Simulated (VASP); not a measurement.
Wanted: the native input for a VASP 6.6.1 run.

| Item | Value |
| --- | --- |
| Task | single point |
| Functional | r2SCAN |
| Potentials or basis | VASP PAW PBE potentials, release 64 (Sn_d, O) |
| Cutoff | 520 eV |
| k mesh | 6 × 6 × 8 |
| Occupations | gaussian, width 0.05 eV |
| Spin | no spin polarisation |
| Dipole correction | no |
| Further INCAR settings | ALGO = Normal; EDIFF = 1e-06; NBANDS = 35 |

Crystal: SnO2.

```xyz
6
Lattice="4.7598 0.0000 0.0000 0.0000 4.7601 0.0000 0.0000 0.0000 3.2007" Properties=species:S:1:pos:R:3 pbc="T T T"
Sn    2.2032    2.5568    1.6004
Sn   -0.1767    0.1768    0.0000
O     1.4558    1.4564    0.0000
O     3.8358    0.9237    1.6004
O     0.9241    3.8364    1.6004
O     3.3040    3.3037    0.0000
```

This cell differs from its parent crystal: all Sn atoms moved -0.250 Å, as atom 1 towards its neighbour atom 4 (O) at 2.059 Å.

One way to write it, as run:

POSCAR

```
SnO2
1.0
    4.7598181028      0.0000000000      0.0000000000
    0.0000000000      4.7600576175      0.0000000000
    0.0000000000      0.0000000000      3.2007107555
Sn O
2 4
Direct
    0.4628673741      0.5371442647      0.5000000000
   -0.0371326259      0.0371442647      0.0000000000
    0.3058623572      0.3059582262      0.0000000000
    0.8058623572      0.1940417738      0.5000000000
    0.1941376428      0.8059582262      0.5000000000
    0.6941376428      0.6940417738      0.0000000000
```

INCAR.step1

```
PREC = Accurate ; ENCUT = 520
ISMEAR = 0 ; SIGMA = 0.05
LREAL = F ; LASPH = T
NELM = 80 ; NBANDS = 35
GGA = PE ; ALGO = Normal
EDIFF = 1E-4 ; LWAVE = T
LCHARG = F
```

INCAR.step2

```
PREC = Accurate ; ENCUT = 520
EDIFF = 1E-6 ; ISMEAR = 0
SIGMA = 0.05 ; LREAL = F
LASPH = T ; NELM = 80
ALGO = Normal ; ISIF = 2
LWAVE = F ; LCHARG = F
METAGGA = R2SCAN ; LMIXTAU = T
NBANDS = 35 ; ISTART = 1
```

KPOINTS

```
Automatic mesh
0
Gamma
  6 6 8
```

Potentials or basis: VASP PAW PBE potentials, release 64 (Sn_d, O).

The run is started by

```sh
$ cat potpaw_PBE.64/Sn_d/POTCAR potpaw_PBE.64/O/POTCAR > POTCAR
$ cp INCAR.step1 INCAR
$ mpirun -np 1 vasp_std > vasp.out
$ cp INCAR.step2 INCAR
$ mpirun -np 1 vasp_std > vasp.out
```

Results of the run:

The pressure is 8.6 GPa and the largest force is 6.024 eV/Å. The band gap on the k mesh is 1.85 eV, direct.

Caveat: the cell differs from its parent crystal (all Sn atoms moved -0.250 Å, as atom 1 towards its neighbour atom 4 (O) at 2.059 Å); the PAW data sets were made with another functional, which shifts forces and pressure a little; spin-orbit coupling is left out, which moves the levels of the heavy elements.

Wall time 14 min on 1 thread of Oxide Virtual Turin-like Processor (shared host), peak memory 0.29 GiB.
